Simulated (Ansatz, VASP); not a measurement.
# ZnS in VASP and in Ansatz

File POSCAR:

```
ZnS
1.0
    0.0000000000      2.5964640000      2.8128360000
    2.5964640000      0.0000000000      2.8128360000
    2.5964640000      2.5964640000      0.0000000000
Zn S
1 1
Direct
    0.0000000000      0.0000000000      0.0000000000
    0.7500000000      0.7500000000      0.7500000000
```

INCAR.step1

```
SYSTEM = ZnS
PREC = Accurate
ENCUT = 520
ISMEAR = 0
SIGMA = 0.05
LREAL = .FALSE.
LASPH = .TRUE.
NELM = 100
NBANDS = 16
GGA = PE
ALGO = Normal
EDIFF = 1E-4
LWAVE = .TRUE.
LCHARG = .FALSE.
```

File INCAR.step2:

```
SYSTEM = ZnS
PREC = Accurate
ENCUT = 520
EDIFF = 1E-7
ISMEAR = 0
SIGMA = 0.05
LREAL = .FALSE.
LASPH = .TRUE.
NELM = 100
ALGO = Normal
ISIF = 2
LWAVE = .FALSE.
LCHARG = .FALSE.
METAGGA = R2SCAN
LMIXTAU = .TRUE.
NBANDS = 16
ISTART = 1
```

Contents of KPOINTS:

```
Automatic mesh
0
G
  8 8 8
  0 0 0
```

Input for Ansatz:

```yaml
crystal:
  lattice:
    - [0.0, 2.596464, 2.812836]
    - [2.596464, 0.0, 2.812836]
    - [2.596464, 2.596464, 0.0]
  atoms:
    - { symbol: Zn, position: [0.0, 0.0, 0.0] }
    - { symbol: S, position: [0.75, 0.75, 0.75] }
basis:
  ecutwfc: 500
kpoints:
  mp_grid: { grid: [8, 8, 8] }
hamiltonian:
  xc: r2scan
scf:
  occupations: { method: gaussian, width: 0.05 }
output:
  forces: true
  stress: true
  eigenvalues: true
```

Change from the starting cell: strain -0.040 along x and y, +0.040 along z, atoms carried along.

Alike in both runs: task single point; functional r2SCAN; k mesh 8 × 8 × 8; occupations gaussian, width 0.05 eV; no spin polarisation.

|  | VASP | Ansatz |
| --- | --- | --- |
| version | VASP 6.6.1 | Ansatz 0.2.0 |
| potentials or method | VASP PAW PBE potentials, release 64 (Zn, S), cutoff 520 eV | scalar-relativistic, plane waves, PAW |
| valence electrons in the cell | 18 | 18 |

Ansatz gave:

- gap on the k mesh at the Fermi level (eV): 2.71
- least direct gap on the mesh (eV): 2.71
- pressure (GPa): 2.5
- traceless stress, the component that is largest in VASP (GPa): -2.66

Q: What did VASP give for the same quantities?

A: gap on the k mesh at the Fermi level (eV): 2.72; least direct gap on the mesh (eV): 2.72; pressure (GPa): 2.5; traceless stress, the component that is largest in VASP (GPa): -2.72.

VASP's potentials were made for PBE, not for r2SCAN. With one functional, cell and mesh, what is left measures potentials, basis and numerics.
